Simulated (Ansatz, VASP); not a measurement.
## La3N: VASP beside Ansatz

```
La N
1.0
     0.00000    3.91401    3.91401
     3.91401    0.00000    3.91401
     3.91401    3.91401    0.00000
La N
3 1
Direct
  0.25000 0.25000 0.25000
  0.75000 0.75000 0.75000
  0.50000 0.50000 0.50000
  0.00000 0.00000 0.00000
```

Change from the starting cell: species swapped into the Li3Hg type (Fm-3m, No. 225).

Alike in both runs: task single point; functional PBE; k mesh 4 × 4 × 4; occupations gaussian, width 0.1 eV; no spin polarisation.

```csv
,VASP,Ansatz
version,VASP 6.6.1,Ansatz 0.2.0
potentials or method,"VASP PAW PBE potentials, release 64 (La, N), cutoff 520 eV","scalar-relativistic, plane waves, PAW"
valence electrons in the cell,38,38
```

```csv
,VASP,Ansatz,Ansatz less VASP
gap on the k mesh at the Fermi level (eV),none,none,-
pressure (GPa),-6.4,-6.4,+0.01
```

A gap of «none» marks a metal or a gap that the smearing closes.

Spin-orbit coupling is off throughout.
